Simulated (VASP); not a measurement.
Write the native input for VASP 6.6.1 that does the following.

| Quantity | Value |
| --- | --- |
| Task | single point |
| Functional | PBE |
| Dispersion | D3(BJ) |
| Potentials or basis | VASP PAW PBE potentials, release 64 (Ru_pv, Na_pv) |
| Cutoff | 520 eV |
| k mesh | 4 × 3 × 4 |
| Occupations | gaussian, width 0.15 eV |
| Spin | no spin polarisation |
| Dipole correction | no |
| Further INCAR settings | ALGO = Normal; EDIFF = 1e-06; NBANDS = 100 |

The structure of NaRu12 (a cell with a defect) lies in POSCAR:

```
NaRu12
1.0
    5.4000000000      0.0000000000      0.0000000000
   -4.0500000000      7.0148060000      0.0000000000
    0.0000000000      0.0000000000      4.2768000000
Ru Na
12 1
Direct
    0.0158348557     -0.0095728693      0.0273836953
    0.1887467317      0.2286307358      0.4661935218
    0.0656534341      0.3797404018      0.0314143677
    0.1777779152      0.5623740497      0.5175901296
   -0.0216438223      0.6566425788     -0.0031278156
    0.1657508501      0.8866720058      0.5420427029
    0.4343409460     -0.0551897793      0.0711704438
    0.6634170069      0.2468789859      0.3991007853
    0.4972818066      0.3265649664     -0.0550463988
    0.6656902787      0.5538336536      0.5012510899
    0.5222493654      0.6683166769     -0.0053337747
    0.6721029551      0.8657013621      0.4899004279
    0.7735760769      0.1295906317      0.7803408249
```

These files were run (other wordings do the same):

INCAR

```
SYSTEM = NaRu12
PREC = Accurate
ENCUT = 520
EDIFF = 1E-6
ISMEAR = 0
SIGMA = 0.15
LREAL = .FALSE.
LASPH = .TRUE.
NELM = 100
ALGO = Normal
ISIF = 2
LWAVE = .FALSE.
LCHARG = .TRUE.
GGA = PE
IVDW = 12
LELF = .TRUE.
LVHAR = .TRUE.
NBANDS = 100
```

KPOINTS

```
Automatic mesh
0
G
  4 3 4
  0 0 0
```

Potentials or basis: VASP PAW PBE potentials, release 64 (Ru_pv, Na_pv).

Command:

```bash
$ cat potpaw_PBE.64/Ru_pv/POTCAR potpaw_PBE.64/Na_pv/POTCAR > POTCAR
$ mpirun -np 1 vasp_std > vasp.out
```

Results of the run:

```json
{"Pressure": "39.5 GPa", "Largest force": "0.095 eV/Å", "Band gap on the k mesh": "zero (an odd number of electrons rules out a gap without spin polarisation)", "Dispersion energy per atom": "-0.655 eV"}
```

Caveat: the k points lie up to 0.37 Å⁻¹ apart, too coarse for converged energies and pressures of a metal.

Run time: 11 min on 1 thread of Intel Xeon 8259CL (shared host), peak memory 0.42 GiB.
